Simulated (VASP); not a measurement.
# Nb (Im-3m) in VASP: single point with LDA

Aim: the single point of Nb with LDA.

Program: VASP 6.6.1. These are calculated values, not measurements. Logs are shortened: lines on timing, memory, paths and dates and some standing lists are left out, and cuts for length are marked.

### Step 1. The cell of the first run

Symmetry: Im-3m, No. 229, cubic system. Conventional cell: a = 3.253 Å, b = 3.253 Å, c = 3.253 Å, α = 90.00°, β = 90.00°, γ = 90.00°. Within 3.7 Å of Nb (site symmetry m-3m) lie 14 Nb at 2.82 to 3.25 Å.

### Step 2. Single point, LDA

File INCAR:

```
SYSTEM = Nb
PREC = Accurate
ENCUT = 520
EDIFF = 1E-7
ISMEAR = -1
SIGMA = 0.13605693000000002
LREAL = .False.
LASPH = .True.
NELM = 60
ALGO = Normal
ISIF = 2
LWAVE = .False.
LCHARG = .True.
LELF = .True.
LVHAR = .True.
NBANDS = 12
```

File KPOINTS:

```
regular mesh
0
Gamma
  14 14 14
  0 0 0
```

File POSCAR:

```
Nb
1.0
   -1.6263854063      1.6263854063      1.6263854063
    1.6263854063     -1.6263854063      1.6263854063
    1.6263854063      1.6263854063     -1.6263854063
Nb
1
Direct
    0.0000000000      0.0000000000      0.0000000000
```

Potentials or basis: VASP PAW LDA potentials, release 64 (Nb_sv).

Command:

```sh
> cat potpaw_LDA.64/Nb_sv/POTCAR > POTCAR
> mpirun -np 1 vasp_std > vasp.out
```

OUTCAR:

```text
SYSTEM = Nb
   PREC = Accurate
   ENCUT = 520
   EDIFF = 1E-7
   ISMEAR = -1
   LREAL = .False.
   LASPH = .True.
   NELM = 60
   ISIF = 2

 ion  position               nearest neighbor table
   1  0.000  0.000  0.000-

  LATTYP: Found a body centered cubic cell.
 ALAT       =     3.2527708126

  Lattice vectors:

 A1 = (  -1.6263854063,   1.6263854063,   1.6263854063)
 A2 = (   1.6263854063,  -1.6263854063,   1.6263854063)
 A3 = (   1.6263854063,   1.6263854063,  -1.6263854063)

Analysis of symmetry for initial positions (statically):
=====================================================================
 Subroutine PRICEL returns:
 Original cell was already a primitive cell.

 Routine SETGRP: Setting up the symmetry group for a
 body centered cubic supercell.

 Subroutine GETGRP returns: Found 48 space group operations
 (whereof 48 operations were pure point group operations)
 out of a pool of 48 trial point group operations.

The static configuration has the point symmetry O_h .

Analysis of symmetry for dynamics (positions and initial velocities):
=====================================================================
 Subroutine PRICEL returns:
 Original cell was already a primitive cell.

 Routine SETGRP: Setting up the symmetry group for a
 body centered cubic supercell.

 Subroutine GETGRP returns: Found 48 space group operations
 (whereof 48 operations were pure point group operations)
 out of a pool of 48 trial point group operations.

The dynamic configuration has the point symmetry O_h .

 Subroutine INISYM returns: Found 48 space group operations
 (whereof 48 operations are pure point group operations),
 and found     1 'primitive' translations

----------------------------------------------------------------------------------------

                                     Primitive cell

  volume of cell :      17.2080

  direct lattice vectors                    reciprocal lattice vectors
    -1.626385406  1.626385406  1.626385406     0.000000000  0.307430206  0.307430206
     1.626385406 -1.626385406  1.626385406     0.307430206  0.000000000  0.307430206
     1.626385406  1.626385406 -1.626385406     0.307430206  0.307430206  0.000000000

  length of vectors
     2.816982156  2.816982156  2.816982156     0.434771966  0.434771966  0.434771966

  position of ions in fractional coordinates (direct lattice)
     0.000000000  0.000000000  0.000000000

  ion indices of the primitive-cell ions
   primitive index   ion index
                 1           1

----------------------------------------------------------------------------------------

 KPOINTS: regular mesh

Automatic generation of k-mesh.
 Grid dimensions read from file:
 generate k-points for:   14   14   14

 Generating k-lattice:

  Cartesian coordinates                     Fractional coordinates (reciprocal lattice)
     0.000000000  0.021959300  0.021959300     0.071428571  0.000000000  0.000000000
     0.021959300  0.000000000  0.021959300     0.000000000  0.071428571  0.000000000
     0.021959300  0.021959300  0.000000000     0.000000000  0.000000000  0.071428571

  Length of vectors
     0.031055140  0.031055140  0.031055140

  Shift w.r.t. Gamma in fractional coordinates (k-lattice)
     0.000000000  0.000000000  0.000000000

 Subroutine IBZKPT returns following result:
 ===========================================

 Found    104 irreducible k-points:

 Following reciprocal coordinates:
            Coordinates               Weight
  0.000000  0.000000  0.000000      1.000000
  0.071429  0.000000  0.000000     12.000000
  0.142857  0.000000  0.000000     12.000000
  0.214286  0.000000  0.000000     12.000000
  0.285714  0.000000  0.000000     12.000000
  0.357143  0.000000  0.000000     12.000000
[... 16 lines left out ...]
  0.285714  0.285714  0.000000     24.000000
  0.357143  0.285714  0.000000     24.000000
 [... further k-points ...]
   k-points           NKPTS =    104   k-points in BZ     NKDIM =    104   number of bands    NBANDS=     12
   number of dos      NEDOS =    301   number of ions     NIONS =      1
   total plane-waves  NPLWV =  13824
   dimension x,y,z NGX =    24 NGY =   24 NGZ =   24
   dimension x,y,z NGXF=    48 NGYF=   48 NGZF=   48
   ions per type =               1
   NGX,Y,Z   is equivalent  to a cutoff of  14.16, 14.16, 14.16 a.u.
   NGXF,Y,Z  is equivalent  to a cutoff of  28.33, 28.33, 28.33 a.u.
 SYSTEM =  Nb
   PREC   = accura    normal or accurate (medium, high low for compatibility)
   ISTART =      0    job   : 0-new  1-cont  2-samecut
   ICHARG =      2    charge: 1-file 2-atom 10-const
   ISPIN  =      1    spin polarized calculation?
   LNONCOLLINEAR =      F non collinear calculations
   LSORBIT =      F    spin-orbit coupling
   LASPH  =      T    aspherical Exc in radial PAW
   ENCUT  =  520.0 eV  38.22 Ry    6.18 a.u.   5.24  5.24  5.24*2*pi/ulx,y,z
   NELM   =     60;   NELMIN=  2; NELMDL= -5     # of ELM steps
   EDIFF  = 0.1E-06   stopping-criterion for ELM
   LREAL  =      F    real-space projection
   EDIFFG = 0.1E-05   stopping-criterion for IOM
   NSW    =      0    number of steps for IOM
   IBRION =     -1    ionic relax: 0-MD 1-quasi-New 2-CG
   NFREE  =      0    steps in history (QN), initial steepest desc. (CG)
   ISIF   =      2    stress and relaxation
   ISYM   =      2    0-nonsym 1-usesym 2-fastsym
   POTIM  = 0.5000    time-step for ionic-motion
   TEBEG  =    0.0;   TEEND  =   0.0 temperature during run
   PSTRESS=    0.0 pullay stress
   NELECT =      13.0000    total number of electrons
   NUPDOWN=      -1.0000    fix difference up-down
   EMIN   =  10.00;   EMAX   =-10.00  energy-range for DOS
   EFERMI =   0.00;   METHOD = LEGACY
   ISMEAR =    -1;   SIGMA  =   0.14  broadening in eV -4-tet -1-fermi 0-gaus
   EFERMI_NEDOS =   21; number of points for ismear=-14 and -15
   IALGO  =     38    algorithm
   IMIX   =      4    mixing-type and parameters
     AMIX     =   0.40;   BMIX     =  1.00
     AMIX_MAG =   1.60;   BMIX_MAG =  1.00
  volume/ion in A,a.u.               =      17.21       116.13
  Fermi-wavevector in a.u.,A,eV,Ry     =   1.491005  2.817591 30.247063  2.223096
  Thomas-Fermi vector in A             =   2.603715
   LORBIT       =      0    0 simple, 1 ext, 2 COOP (PROOUT), +10 PAW based schemes
   GGA     = CA    functional components
   LHFCALC =     F    Hartree Fock is set to
   AEXX    =    0.0000 exact exchange contribution
   IVDW    =     0    specifies the selected vdW correction
   LEPSILON=     F    determine dielectric tensor
   LRPA    =     F    only Hartree local field effects (RPA)
 non-spin polarized calculation
  energy-cutoff  :      520.00
  volume of cell :       17.21
 maximum number of plane-waves:       476
 NGX is ok and might be reduce to    24
   NGX = 11   NGY = 11   NGZ = 11

 number of electron      13.0000001 magnetization

 Free energy of the ion-electron system (eV)
  ---------------------------------------------------
  ext. energy  EPLUGINS =         0.00000000
  ---------------------------------------------------
  free energy    TOTEN  =       -11.29582817 eV

  energy without entropy =      -11.21165274  energy(sigma->0) =      -11.25374045

 E-fermi :  11.6859     XC(G=0): -12.9512

 val. band max:       11.6813780752   @ k =   0.2857   0.0000   0.0000
 cond. band min:      11.6971199526   @ k =   0.5000   0.5000   0.1429
 fundamental gap:      0.0157418773
 Fermi energy:        11.6858563650

 k-point     1 :       0.0000    0.0000    0.0000
  band No.  band energies     occupation
      1     -42.3697      2.00000
      2     -17.7116      2.00000
      3     -17.7116      2.00000
      4     -17.7116      2.00000
      5       5.6423      2.00000
      6      11.9679      0.22356
      7      11.9679      0.22356
      8      11.9679      0.22356
      9      15.0253      0.00000
     10      15.0253      0.00000
     11      26.0046      0.00000
     12      26.0046      0.00000

 k-point     2 :       0.0714    0.0000    0.0000
  band No.  band energies     occupation
      1     -42.3551      2.00000
      2     -17.7971      2.00000
      3     -17.7373      2.00000
      4     -17.7125      2.00000
      5       5.8650      2.00000
      6      11.8296      0.51608
      7      11.9344      0.27732
      8      12.1828      0.05053
      9      14.8133      0.00000
     10      15.0251      0.00000
     11      26.1911      0.00000
     12      26.3893      0.00000

 k-point     3 :       0.1429    0.0000    0.0000
  band No.  band energies     occupation
      1     -42.3142      2.00000
      2     -18.0320      2.00000
      3     -17.8085      2.00000
      4     -17.7148      2.00000
      5       6.4766      2.00000
      6      11.4673      1.66587
      7      11.7805      0.66544
      8      12.8141      0.00050
      9      14.4646      0.00000
     10      15.0429      0.00000
     11      26.5842      0.00000
     12      27.4839      0.00000

 k-point     4 :       0.2143    0.0000    0.0000
  band No.  band energies     occupation
      1     -42.2544      2.00000
      2     -18.3606      2.00000
      3     -17.9098      2.00000
      4     -17.7182      2.00000
      5       7.2775      2.00000
      6      10.9970      1.98743
      7      11.5457      1.47379
      8      13.8201      0.00000
      9      14.3973      0.00000
     10      15.1175      0.00000
     11      26.6033      0.00000
     12      28.4013      0.00000

 k-point     5 :       0.2857    0.0000    0.0000
  band No.  band energies     occupation
      1     -42.1871      2.00000
      2     -18.7121      2.00000
      3     -18.0200      2.00000
      4     -17.7221      2.00000
      5       7.8582      2.00000
      6      10.5316      1.99959
      7      11.6814      1.01646
      8      14.6310      0.00000
      9      15.1215      0.00000
     10      15.2746      0.00000
     11      25.7863      0.00000
     12      27.6273      0.00000

 k-point     6 :       0.3571    0.0000    0.0000
  band No.  band energies     occupation
      1     -42.1258      2.00000
      2     -19.0183      2.00000
      3     -18.1176      2.00000
      4     -17.7257      2.00000
      5       7.9344      2.00000
      6      10.1517      1.99997
      7      12.5192      0.00437
      8      14.9554      0.00000
      9      15.4980      0.00000
     10      16.5698      0.00000
     11      24.6501      0.00000
     12      26.1649      0.00000

 k-point     7 :       0.4286    0.0000    0.0000
  band No.  band energies     occupation
      1     -42.0829      2.00000
      2     -19.2249      2.00000
      3     -18.1841      2.00000
      4     -17.7282      2.00000
      5       7.7912      2.00000
      6       9.9068      2.00000
      7      13.6214      0.00000
      8      15.1336      0.00000
      9      15.7131      0.00000
     10      17.8582      0.00000
     11      23.7664      0.00000
     12      24.9024      0.00000

 k-point     8 :       0.5000    0.0000    0.0000
  band No.  band energies     occupation
      1     -42.0676      2.00000
      2     -19.2976      2.00000
      3     -18.2077      2.00000
      4     -17.7291      2.00000
      5       7.7168      2.00000
      6       9.8225      2.00000
      7      14.2238      0.00000
      8      15.0880      0.00000
      9      15.8055      0.00000
     10      18.4211      0.00000
     11      23.4362      0.00000
     12      24.3951      0.00000
[... 166 lines left out ...]
 k-point    20 :       0.2143    0.2143    0.0000
  band No.  band energies     occupation
      1     -42.1100      2.00000
      2     -18.9277      2.00000
      3     -18.2107      2.00000
      4     -17.8529      2.00000
      5       8.8957      2.00000
      6      10.2687      1.99994
      7      11.0984      1.97369
      8      14.3558      0.00000
      9      15.8619      0.00000
     10      17.7243      0.00000
     11      25.3299      0.00000
     12      27.1665      0.00000

 k-point    21 :       0.2857    0.2143    0.0000
  band No.  band energies     occupation
      1     -42.0681      2.00000
      2     -19.0317      2.00000
      3     -18.3683      2.00000
      4     -17.8746      2.00000
      5       8.9663      2.00000
      6      10.1587      1.99997
      7      11.4948      1.60582
      8      14.6902      0.00000
      9      15.9397      0.00000
     10      19.3976      0.00000
     11      24.1479      0.00000
     12      26.0992      0.00000

 k-point    22 :       0.3571    0.2143    0.0000
  band No.  band energies     occupation
      1     -42.0447      2.00000
      2     -19.0769      2.00000
      3     -18.4702      2.00000
      4     -17.8839      2.00000
      5       8.8774      2.00000
      6      10.1461      1.99998
      7      11.8447      0.47460
      8      14.9288      0.00000
      9      16.0833      0.00000
     10      20.6863      0.00000
     11      23.0999      0.00000
     12      25.1366      0.00000

 k-point    23 :       0.2857    0.2857    0.0000
  band No.  band energies     occupation
      1     -42.0413      2.00000
      2     -18.9900      2.00000
      3     -18.5694      2.00000
      4     -17.9019      2.00000
      5       9.2104      2.00000
      6      10.2774      1.99994
      7      11.3150      1.87705
      8      15.0364      0.00000
      9      15.8862      0.00000
     10      21.1704      0.00000
     11      22.9552      0.00000
     12      25.1252      0.00000

 k-point    24 :       0.3571    0.2857    0.0000
  band No.  band energies     occupation
      1     -42.0318      2.00000
      2     -18.9307      2.00000
      3     -18.6874      2.00000
      4     -17.9100      2.00000
      5       9.2532      2.00000
      6      10.4478      1.99978
      7      11.1599      1.95896
      8      15.2868      0.00000
      9      15.8148      0.00000
     10      22.3404      0.00000
     11      22.3537      0.00000
     12      24.1953      0.00000

 [... further k-points ...]
[... 5 lines left out ...]
  --------------------------------------------------------------------------------------
  -------------------------------------------------------------------------------------
  Total       -0.0604831     -0.0604831     -0.0604831     -0.0000000     -0.0000000      0.0000000
  in kB       -5.6313729     -5.6313729     -5.6313729     -0.0000000     -0.0000000      0.0000000
  external PRESSURE =      -5.6313729 kB  Pullay stress =       0.0000000 kB

 VOLUME and BASIS-vectors are now :
 -----------------------------------------------------------------------------
  energy-cutoff  :      520.00
  volume of cell :       17.21
      direct lattice vectors                 reciprocal lattice vectors
    -1.626385406  1.626385406  1.626385406     0.000000000  0.307430206  0.307430206
     1.626385406 -1.626385406  1.626385406     0.307430206  0.000000000  0.307430206
     1.626385406  1.626385406 -1.626385406     0.307430206  0.307430206  0.000000000

 POSITION                                       TOTAL-FORCE (eV/Angst)
 -----------------------------------------------------------------------------------
      0.00000      0.00000      0.00000         0.000000      0.000000      0.000000
 -----------------------------------------------------------------------------------
    total drift:                                0.000000      0.000000      0.000000

  FREE ENERGIE OF THE ION-ELECTRON SYSTEM (eV)
  ---------------------------------------------------
  free  energy   TOTEN  =       -11.2958281663 eV

  energy  without entropy=      -11.2116527430  energy(sigma->0) =      -11.25374045
```

Run time: 13 s. Hardware: 1 thread of Intel Xeon 6975P-C, shared host; peak memory 0.14 GiB.

What came out:

| Quantity | Value |
| --- | --- |
| Free energy | -11.2958 eV |
| Pressure | -0.6 GPa |
